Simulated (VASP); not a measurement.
# Ni (P6_3/mmc) in VASP: further runs

The runs below take Ni through relaxation of cell and atoms, with PBEsol.

All numbers are computed with VASP 6.6.1; they aren't measurements. Logs are shortened: lines on timing, memory, paths and dates and some standing lists are left out, and cuts for length are marked.

## Step 1: The cell of the first run

Symmetry: P6_3/mmc, No. 194, hexagonal system. The conventional cell has a = 2.448 Å, b = 2.448 Å, c = 4.073 Å, α = 90.00°, β = 90.00°, γ = 120.00°. Ni (site symmetry -6m2) has 12 Ni at 2.45 to 2.48 Å within 3.2 Å.

This isn't the form of Ni at room conditions, which is fcc.

## Step 2: Relaxation of cell and atoms, PBEsol, collinear spin, ferromagnetic start

The input, INCAR:

```
SYSTEM = Ni
PREC = Accurate
ENCUT = 600
EDIFF = 1E-7
ISMEAR = -1
SIGMA = 0.05
LREAL = .FALSE.
LASPH = .TRUE.
NELM = 150
ALGO = Normal
ISIF = 3
LWAVE = .FALSE.
LCHARG = .FALSE.
ISPIN = 2
MAGMOM = 1 1
LORBIT = 11
LMAXMIX = 4
GGA = PS
IBRION = 2
NSW = 80
EDIFFG = -0.01
```

The input, KPOINTS:

```
Automatic mesh
0
G
  12 12 7
  0 0 0
```

The input, POSCAR:

```
Ni
1.0
    2.4480228978      0.0000000000      0.0000000000
   -1.2240114489      2.1200500186      0.0000000000
    0.0000000000      0.0000000000      4.0728075700
Ni
2
Direct
    0.6666666667      0.3333333333      0.7500000000
    0.3333333333      0.6666666667      0.2500000000
```

Potentials or basis: VASP PAW PBE potentials, release 64 (Ni).

On the command line:

```console
cat potpaw_PBE.64/Ni/POTCAR > POTCAR
mpirun -np 1 vasp_std > vasp.out
```

OUTCAR:

```text
SYSTEM = Ni
   PREC = Accurate
   ENCUT = 600
   EDIFF = 1E-7
   ISMEAR = -1
   LREAL = .FALSE.
   LASPH = .TRUE.
   NELM = 150
   ISIF = 3
   ISPIN = 2
   LORBIT = 11
   GGA = PS
   IBRION = 2
   NSW = 80
   EDIFFG = -0.01

 ion  position               nearest neighbor table
   1  0.667  0.333  0.750-   2 2.48   2 2.48   2 2.48   2 2.48   2 2.48   2 2.48
   2  0.333  0.667  0.250-   1 2.48   1 2.48   1 2.48   1 2.48   1 2.48   1 2.48

  LATTYP: Found a hexagonal cell.
 ALAT       =     2.4480228978
 C/A-ratio  =     1.6637130207

  Lattice vectors:

 A1 = (   2.4480228978,   0.0000000000,   0.0000000000)
 A2 = (  -1.2240114489,   2.1200500186,   0.0000000000)
 A3 = (   0.0000000000,   0.0000000000,   4.0728075700)

Analysis of symmetry for initial positions (statically):
=====================================================================
 Subroutine PRICEL returns:
 Original cell was already a primitive cell.

 Routine SETGRP: Setting up the symmetry group for a
 hexagonal supercell.

 Subroutine GETGRP returns: Found 24 space group operations
 (whereof 12 operations were pure point group operations)
 out of a pool of 24 trial point group operations.

The static configuration has the point symmetry D_3d.
 The point group associated with its full space group is D_6h.

Analysis of symmetry for dynamics (positions and initial velocities):
=====================================================================
 Subroutine PRICEL returns:
 Original cell was already a primitive cell.

 Routine SETGRP: Setting up the symmetry group for a
 hexagonal supercell.

 Subroutine GETGRP returns: Found 24 space group operations
 (whereof 12 operations were pure point group operations)
 out of a pool of 24 trial point group operations.

The dynamic configuration has the point symmetry D_3d.
 The point group associated with its full space group is D_6h.

Analysis of structural, dynamic, and magnetic symmetry:
=====================================================================
 Subroutine PRICEL returns:
 Original cell was already a primitive cell.

 Routine SETGRP: Setting up the symmetry group for a
 hexagonal supercell.

 Subroutine GETGRP returns: Found 24 space group operations
 (whereof 12 operations were pure point group operations)
 out of a pool of 24 trial point group operations.

The overall configuration has the point symmetry D_3d.
 The point group associated with its full space group is D_6h.

 Subroutine INISYM returns: Found 24 space group operations
 (whereof 12 operations are pure point group operations),
 and found     1 'primitive' translations

----------------------------------------------------------------------------------------

                                     Primitive cell

  volume of cell :      21.1376

  direct lattice vectors                    reciprocal lattice vectors
     2.448022898  0.000000000  0.000000000     0.408492911  0.235843492  0.000000000
    -1.224011449  2.120050019  0.000000000     0.000000000  0.471686984  0.000000000
     0.000000000  0.000000000  4.072807570     0.000000000  0.000000000  0.245530873

  length of vectors
     2.448022898  2.448022898  4.072807570     0.471686984  0.471686984  0.245530873

  position of ions in fractional coordinates (direct lattice)
     0.666666667  0.333333333  0.750000000
     0.333333333  0.666666667  0.250000000

  ion indices of the primitive-cell ions
   primitive index   ion index
                 1           1
                 2           2

----------------------------------------------------------------------------------------

 KPOINTS: Automatic mesh

Automatic generation of k-mesh.
 Grid dimensions read from file:
 generate k-points for:   12   12    7

 Generating k-lattice:

  Cartesian coordinates                     Fractional coordinates (reciprocal lattice)
     0.034041076  0.019653624  0.000000000     0.083333333 -0.000000000  0.000000000
     0.000000000  0.039307249  0.000000000     0.000000000  0.083333333  0.000000000
     0.000000000  0.000000000  0.035075839     0.000000000  0.000000000  0.142857143

  Length of vectors
     0.039307249  0.039307249  0.035075839

  Shift w.r.t. Gamma in fractional coordinates (k-lattice)
     0.000000000  0.000000000  0.000000000

 Subroutine IBZKPT returns following result:
 ===========================================

 Found     76 irreducible k-points:

 Following reciprocal coordinates:
            Coordinates               Weight
  0.000000  0.000000  0.000000      1.000000
  0.083333  0.000000  0.000000      6.000000
  0.166667 -0.000000  0.000000      6.000000
  0.250000 -0.000000  0.000000      6.000000
  0.333333  0.000000  0.000000      6.000000
  0.416667 -0.000000  0.000000      6.000000
[... 16 lines left out ...]
  0.250000 -0.000000  0.142857     12.000000
  0.333333  0.000000  0.142857     12.000000
 [... further k-points ...]
   k-points           NKPTS =     76   k-points in BZ     NKDIM =     76   number of bands    NBANDS=     15
   number of dos      NEDOS =    301   number of ions     NIONS =      2
   total plane-waves  NPLWV =  14400
   dimension x,y,z NGX =    20 NGY =   20 NGZ =   36
   dimension x,y,z NGXF=    40 NGYF=   40 NGZF=   72
   ions per type =               2
   NGX,Y,Z   is equivalent  to a cutoff of  13.58, 13.58, 14.69 a.u.
   NGXF,Y,Z  is equivalent  to a cutoff of  27.16, 27.16, 29.39 a.u.
 SYSTEM =  Ni
   PREC   = accura    normal or accurate (medium, high low for compatibility)
   ISTART =      0    job   : 0-new  1-cont  2-samecut
   ICHARG =      2    charge: 1-file 2-atom 10-const
   ISPIN  =      2    spin polarized calculation?
   LNONCOLLINEAR =      F non collinear calculations
   LSORBIT =      F    spin-orbit coupling
   LASPH  =      T    aspherical Exc in radial PAW
   ENCUT  =  600.0 eV  44.10 Ry    6.64 a.u.   4.89  4.89  8.13*2*pi/ulx,y,z
   NELM   =    150;   NELMIN=  2; NELMDL= -5     # of ELM steps
   EDIFF  = 0.1E-06   stopping-criterion for ELM
   LREAL  =      F    real-space projection
   EDIFFG = -.1E-01   stopping-criterion for IOM
   NSW    =     80    number of steps for IOM
   IBRION =      2    ionic relax: 0-MD 1-quasi-New 2-CG
   NFREE  =      1    steps in history (QN), initial steepest desc. (CG)
   ISIF   =      3    stress and relaxation
   ISYM   =      2    0-nonsym 1-usesym 2-fastsym
   POTIM  = 0.5000    time-step for ionic-motion
   TEBEG  =    0.0;   TEEND  =   0.0 temperature during run
   PSTRESS=    0.0 pullay stress
   NELECT =      20.0000    total number of electrons
   NUPDOWN=      -1.0000    fix difference up-down
   EMIN   =  10.00;   EMAX   =-10.00  energy-range for DOS
   EFERMI =   0.00;   METHOD = LEGACY
   ISMEAR =    -1;   SIGMA  =   0.05  broadening in eV -4-tet -1-fermi 0-gaus
   EFERMI_NEDOS =   21; number of points for ismear=-14 and -15
   IALGO  =     38    algorithm
   IMIX   =      4    mixing-type and parameters
     AMIX     =   0.40;   BMIX     =  1.00
     AMIX_MAG =   1.60;   BMIX_MAG =  1.00
  volume/ion in A,a.u.               =      10.57        71.32
  Fermi-wavevector in a.u.,A,eV,Ry     =   1.607187  3.037143 35.144518  2.583049
  Thomas-Fermi vector in A             =   2.703255
   LORBIT       =     11    0 simple, 1 ext, 2 COOP (PROOUT), +10 PAW based schemes
   GGA     = PS    functional components
   LHFCALC =     F    Hartree Fock is set to
   AEXX    =    0.0000 exact exchange contribution
   IVDW    =     0    specifies the selected vdW correction
   LEPSILON=     F    determine dielectric tensor
   LRPA    =     F    only Hartree local field effects (RPA)
 conjugate gradient relaxation of ions
 spin polarized calculation
  energy-cutoff  :      600.00
  volume of cell :       21.14
 maximum number of plane-waves:       722
 NGX is ok and might be reduce to    20
   NGX =  9   NGY =  9   NGZ = 17

--------------------------------------- Ionic step        1  -------------------------------------------

 number of electron      20.0000004 magnetization       1.2702045

 Free energy of the ion-electron system (eV)
  ---------------------------------------------------
  ext. energy  EPLUGINS =         0.00000000
  ---------------------------------------------------
  free energy    TOTEN  =       -12.22582604 eV

  energy without entropy =      -12.19056557  energy(sigma->0) =      -12.20819581

------------------------ aborting loop because EDIFF is reached ----------------------------------------

  FORCE on cell =-STRESS in cart. coord.  units (eV):
  Direction    XX          YY          ZZ          XY          YZ          ZX
  --------------------------------------------------------------------------------------
  -------------------------------------------------------------------------------------
  Total       -0.2511415     -0.2511415     -0.7644419     -0.0000000      0.0000000     -0.0000000
  in kB      -19.0359086    -19.0359086    -57.9428164     -0.0000000      0.0000000     -0.0000000
  external PRESSURE =     -32.0048779 kB  Pullay stress =       0.0000000 kB
[... 21 lines left out ...]
  energy  without entropy=      -12.1905655688  energy(sigma->0) =      -12.20819581

--------------------------------------- Ionic step        2  -------------------------------------------

 number of electron      20.0000001 magnetization       1.2506265

 E-fermi :  10.0843     XC(G=0): -13.7929

 val. band max:       10.0821282217   @ k =   0.0833   0.0000   0.1429
 cond. band min:      10.0901408889   @ k =   0.2500   0.1667   0.4286
 fundamental gap:      0.0080126672
 Fermi energy:        10.0842674883

 spin component 1

 k-point     1 :       0.0000    0.0000    0.0000
  band No.  band energies     occupation
      1       0.5713      1.00000
      2       4.8743      1.00000
      3       7.4735      1.00000
      4       7.5853      1.00000
      5       7.5853      1.00000
      6       7.8780      1.00000
      7       7.8780      1.00000
      8       8.3382      1.00000
      9       8.3382      1.00000
     10       9.3644      1.00000
     11       9.3644      1.00000
     12       9.5380      0.99998
     13      16.0603      0.00000
     14      33.2034      0.00000
     15      35.5802      0.00000
[... 955 lines left out ...]
  energy  without entropy=      -12.1963989367  energy(sigma->0) =      -12.21402734

--------------------------------------- Ionic step        5  -------------------------------------------

 number of electron      19.9999997 magnetization       1.2683568

 Free energy of the ion-electron system (eV)
  ---------------------------------------------------
  ext. energy  EPLUGINS =         0.00000000
  ---------------------------------------------------
  free energy    TOTEN  =       -12.23168039 eV

  energy without entropy =      -12.19637789  energy(sigma->0) =      -12.21402914

 E-fermi :   9.8470     XC(G=0): -13.6957

 val. band max:        9.8448217370   @ k =   0.3333   0.0833   0.1429
 cond. band min:       9.8471022945   @ k =   0.0833   0.0000   0.1429
 fundamental gap:      0.0022805575
 Fermi energy:         9.8470117511

 spin component 1

 k-point     1 :       0.0000    0.0000    0.0000
  band No.  band energies     occupation
      1       0.4477      1.00000
      2       4.7318      1.00000
      3       7.2911      1.00000
      4       7.3858      1.00000
      5       7.3858      1.00000
      6       7.6748      1.00000
      7       7.6748      1.00000
      8       8.1024      1.00000
      9       8.1024      1.00000
     10       9.1168      1.00000
     11       9.1168      1.00000
     12       9.3689      0.99993
     13      15.7527      0.00000
     14      32.7747      0.00000
     15      34.9621      0.00000
[... 879 lines left out ...]
  FREE ENERGIE OF THE ION-ELECTRON SYSTEM (eV)
  ---------------------------------------------------
  free  energy   TOTEN  =       -12.2316803894 eV

  energy  without entropy=      -12.1963778864  energy(sigma->0) =      -12.21402914

 reached required accuracy - stopping structural energy minimisation

 total charge

# of ion       s       p       d       tot
------------------------------------------
    1        0.519   0.543   8.334   9.395
    2        0.519   0.543   8.334   9.395
--------------------------------------------------
tot          1.037   1.086  16.668  18.791

 magnetization (x)

# of ion       s       p       d       tot
------------------------------------------
    1       -0.005  -0.024   0.668   0.640
    2       -0.005  -0.024   0.668   0.640
--------------------------------------------------
tot         -0.009  -0.048   1.336   1.279
```

It took 5 min on 1 thread of Intel Xeon 8259CL, shared host; peak memory 0.19 GiB.

What came out:

- Free energy: -12.2317 eV
- Relaxed volume: 10.41 Å³/atom
- Relaxed cell: a = 2.449 Å, b = 2.449 Å, c = 4.009 Å, α = 90.00°, β = 90.00°, γ = 120.00°
- Space group after relaxing (to 0.1 Å): P6_3/mmc (No. 194)
- Energy gained by relaxing: 2.9 meV/atom
- Ionic steps: 5
- Pressure after relaxing: 0.0 GPa
- Net moment: 1.27 μB per cell
- Site moments: Ni +0.64 μB
- Valence electrons inside the program's atomic spheres: Ni 9.39

The path:
| step | energy change (eV) | largest force (eV/Å) | pressure (GPa) | volume (Å³) |
| --- | --- | --- | --- | --- |
| 1 | 0.0000 | 0.0000 | -3.20 | 21.14 |
| 2 | -0.0020 | 0.0000 | 3.69 | 20.50 |
| 3 | -0.0049 | 0.0000 | 0.57 | 20.77 |
| 4 | -0.0058 | 0.0000 | 0.07 | 20.82 |
| 5 | -0.0059 | 0.0000 | -0.02 | 20.83 |

Final structure:
```yaml
crystal:
  lattice:
    - [2.44928, 0.00000, 0.00000]
    - [-1.22464, 2.12114, 0.00000]
    - [0.00000, 0.00000, 4.00928]
  atoms:
    - { symbol: Ni, position: [0.66667, 0.33333, 0.75000] }
    - { symbol: Ni, position: [0.33333, 0.66667, 0.25000] }
```

Levels at points of the mesh, in eV from the Fermi level:
Spin up:
| k point | band 8 | band 9 | band 10 | band 11 | band 12 | band 13 | band 14 | band 15 |
| --- | --- | --- | --- | --- | --- | --- | --- | --- |
| (0.00, 0.00, 0.00) | -1.74 | -1.74 | -0.73 | -0.73 | -0.48 | 5.91 | 22.93 | 25.12 |
| (0.50, 0.00, 0.00) | -0.62 | -0.54 | -0.48 | 1.18 | 3.15 | 9.54 | 10.15 | 12.70 |
Spin down:
| k point | band 7 | band 8 | band 9 | band 10 | band 11 | band 12 | band 13 | band 14 |
| --- | --- | --- | --- | --- | --- | --- | --- | --- |
| (0.00, 0.00, 0.00) | -1.48 | -1.07 | -1.07 | -0.50 | -0.01 | -0.01 | 6.32 | 22.84 |
| (0.50, 0.00, 0.00) | -1.48 | 0.15 | 0.20 | 0.29 | 1.67 | 3.54 | 9.69 | 10.29 |

Caveat: the PAW data sets were made with another functional, which shifts forces and pressure a little.

## Step 3: Relaxation of cell and atoms, PBEsol, collinear spin, ferromagnetic start, target pressure 5 GPa, at which the enthalpy is minimised

The input, INCAR:

```
SYSTEM = Ni
ALGO = Normal ; EDIFF = 1E-6
EDIFFG = -0.01 ; ENCUT = 600
GGA = PS ; IBRION = 2
ISIF = 3 ; ISMEAR = -1
ISPIN = 2 ; LASPH = .TRUE.
LCHARG = .FALSE. ; LMAXMIX = 4
LORBIT = 11 ; LREAL = .FALSE.
LWAVE = .FALSE. ; MAGMOM = 1 1
NELM = 150 ; NSW = 80
PREC = Accurate ; PSTRESS = 50.0
SIGMA = 0.05
```

The input, KPOINTS:

```
k-points
0
G
  12 12 7
  0 0 0
```

POSCAR is that of step 2.

Potentials or basis: VASP PAW PBE potentials, release 64 (Ni).

On the command line:

```console
cat potpaw_PBE.64/Ni/POTCAR > POTCAR
mpirun -np 1 vasp_std > vasp.out
```

OUTCAR:

```text
SYSTEM = Ni
   EDIFF = 1E-6
   EDIFFG = -0.01
   ENCUT = 600
   GGA = PS
   IBRION = 2
   ISIF = 3
   ISMEAR = -1
   ISPIN = 2
   LASPH = .TRUE.
   LORBIT = 11
   LREAL = .FALSE.
   NELM = 150
   NSW = 80
   PREC = Accurate
   PSTRESS = 50.0

 ion  position               nearest neighbor table
   1  0.667  0.333  0.750-   2 2.48   2 2.48   2 2.48   2 2.48   2 2.48   2 2.48
   2  0.333  0.667  0.250-   1 2.48   1 2.48   1 2.48   1 2.48   1 2.48   1 2.48

  LATTYP: Found a hexagonal cell.
 ALAT       =     2.4480228978
 C/A-ratio  =     1.6637130207

  Lattice vectors:

 A1 = (   2.4480228978,   0.0000000000,   0.0000000000)
 A2 = (  -1.2240114489,   2.1200500186,   0.0000000000)
 A3 = (   0.0000000000,   0.0000000000,   4.0728075700)

Analysis of symmetry for initial positions (statically):
=====================================================================
[... 1265 lines left out ...]
  ext. energy  EPLUGINS =         0.00000000
  ---------------------------------------------------
  free energy    TOTEN  =       -12.22466623 eV

  energy without entropy =      -12.18996166  energy(sigma->0) =      -12.20731395

 E-fermi :  10.1735     XC(G=0): -13.8283

 val. band max:       10.1711017029   @ k =   0.0833   0.0000   0.1429
 cond. band min:      10.1787790757   @ k =   0.2500   0.1667   0.4286
 fundamental gap:      0.0076773728
 Fermi energy:        10.1734829075

 spin component 1

 k-point     1 :       0.0000    0.0000    0.0000
  band No.  band energies     occupation
      1       0.6168      1.00000
      2       4.9337      1.00000
      3       7.5621      1.00000
      4       7.6599      1.00000
      5       7.6599      1.00000
      6       7.9592      1.00000
      7       7.9593      1.00000
      8       8.4034      1.00000
      9       8.4034      1.00000
     10       9.4510      1.00000
     11       9.4510      1.00000
     12       9.6499      0.99997
[... 886 lines left out ...]
  energy  without entropy=      -12.1899616648  energy(sigma->0) =      -12.20731395

  enthalpy is  TOTEN    =       -11.5887163628 eV   P V=        0.6359498642

 reached required accuracy - stopping structural energy minimisation

 total charge

# of ion       s       p       d       tot
------------------------------------------
    1        0.529   0.564   8.347   9.440
    2        0.529   0.564   8.347   9.440
--------------------------------------------------
tot          1.057   1.128  16.693  18.879

 magnetization (x)

# of ion       s       p       d       tot
------------------------------------------
    1       -0.005  -0.024   0.656   0.628
    2       -0.005  -0.024   0.656   0.628
--------------------------------------------------
tot         -0.009  -0.048   1.312   1.255
```

OSZICAR:

```text
N       E                     dE             d eps       ncg     rms          rms(c)
DAV:   1     0.919359186639E+02    0.91936E+02   -0.10895E+04  4672   0.217E+03
DAV:   2    -0.121170919886E+02   -0.10405E+03   -0.99213E+02  4567   0.291E+02
[... 78 lines left out ...]
   9 F= -.11588715E+02 E0= -.11571365E+02  d E =-.110772E-02  mag=     1.2474
       N       E                     dE             d eps       ncg     rms          rms(c)
DAV:   1    -0.122246756859E+02   -0.29183E-04   -0.25807E-04  5015   0.149E-01    0.231E-02
DAV:   2    -0.122246680810E+02    0.76049E-05   -0.81084E-06  5399   0.649E-02    0.112E-02
DAV:   3    -0.122246665473E+02    0.15337E-05   -0.35468E-06  3926   0.342E-02    0.402E-03
DAV:   4    -0.122246662270E+02    0.32031E-06   -0.77474E-07  2347   0.166E-02
  10 F= -.11588716E+02 E0= -.11571364E+02  d E =-.110888E-02  mag=     1.2476
```

Wall time 7.4 min (1 thread of Intel Xeon 8259CL, shared host); peak memory 0.19 GiB.

What came out:

| Property | Result |
| --- | --- |
| Free energy | -12.2247 eV |
| Relaxed volume | 10.19 Å³/atom |
| Relaxed cell | a = 2.431 Å, b = 2.431 Å, c = 3.981 Å, α = 90.00°, β = 90.00°, γ = 120.00° |
| Space group after relaxing (to 0.1 Å) | P6_3/mmc (No. 194) |
| Energy change on relaxing (the run minimises the enthalpy) | +0.6 meV/atom |
| Ionic steps | 10 |
| Pressure after relaxing | 5.1 GPa |
| Net moment | 1.25 μB per cell |
| Site moments | Ni +0.63 μB |
| Valence electrons inside the program's atomic spheres | Ni 9.44 |

The path:
```tsv
step	energy change (eV)	largest force (eV/Å)	pressure (GPa)	volume (Å³)
1	0.0000	0.0000	-3.24	21.14
2	0.0594	0.0000	17.01	19.52
3	0.0024	0.0000	5.19	20.37
4	0.0029	0.0000	5.34	20.36
5	0.0014	0.0000	5.17	20.37
6	0.0011	0.0000	5.17	20.38
7	0.0011	0.0000	5.15	20.38
8	0.0012	0.0000	5.15	20.38
9	0.0012	0.0000	5.15	20.38
10	0.0012	0.0000	5.11	20.38
```

Final structure:
```xyz
2
Lattice="2.4312 0.0000 0.0000 -1.2156 2.1054 0.0000 0.0000 0.0000 3.9811" Properties=species:S:1:pos:R:3 pbc="T T T"
Ni    1.2156    0.7018    2.9858
Ni    0.0000    1.4036    0.9953
```

Caveat: the cell is relaxed towards a set pressure, so the run minimises the enthalpy, not the energy; the PAW data sets were made with another functional, which shifts forces and pressure a little.
